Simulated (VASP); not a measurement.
# Cu: single point with LDA

Crystal: Cu.

```
Cu
1.0
    -1.39415    1.39415    1.43389
     1.39415   -1.39415    1.43389
     1.39415    1.39415   -1.43389
Cu
1
Cartesian
  0.0000 0.0000 0.0000
```

```yaml
Program: VASP 6.6.1
Task: single point
Functional: LDA
Potentials_or_basis: VASP PAW LDA potentials, release 64 (Cu)
Cutoff: 520 eV
k_mesh: 24 × 24 × 24
Occupations: gaussian, width 0.15 eV
Spin: no spin polarisation
```

```yaml
Pressure: -2.7 GPa
Band_gap_on_the_k_mesh: zero (an odd number of electrons rules out a gap without spin polarisation)
```

Stress tensor (GPa, compression positive):
```
-2.86  0.00  0.00
 0.00 -2.86  0.00
 0.00  0.00 -2.40
```

Levels at points of the mesh, in eV from the Fermi level:
| k point | band 2 | band 3 | band 4 | band 5 | band 6 | band 7 | band 8 | band 9 | band 10 | band 11 |
| --- | --- | --- | --- | --- | --- | --- | --- | --- | --- | --- |
| (0.00, 0.00, 0.00) | -3.38 | -3.38 | -3.27 | -2.29 | -2.17 | 25.28 | 25.86 | 25.86 | 29.11 | 29.66 |
| (0.50, 0.00, 0.00) | -4.07 | -2.33 | -2.10 | -1.44 | -0.79 | 4.54 | 18.24 | 18.41 | 22.34 | 25.49 |
| (0.50, 0.50, 0.00) | -4.22 | -2.19 | -2.07 | -1.42 | -0.57 | 4.85 | 17.50 | 17.57 | 21.66 | 24.86 |
| (0.50, 0.50, 0.50) | -4.98 | -1.63 | -1.60 | -1.60 | 7.68 | 8.76 | 8.76 | 13.77 | 14.44 | 16.92 |

It took 41 s on 1 thread of Intel(R) Xeon(R) 6975P-C (Granite Rapids), on a shared host, peak memory 0.24 GiB.
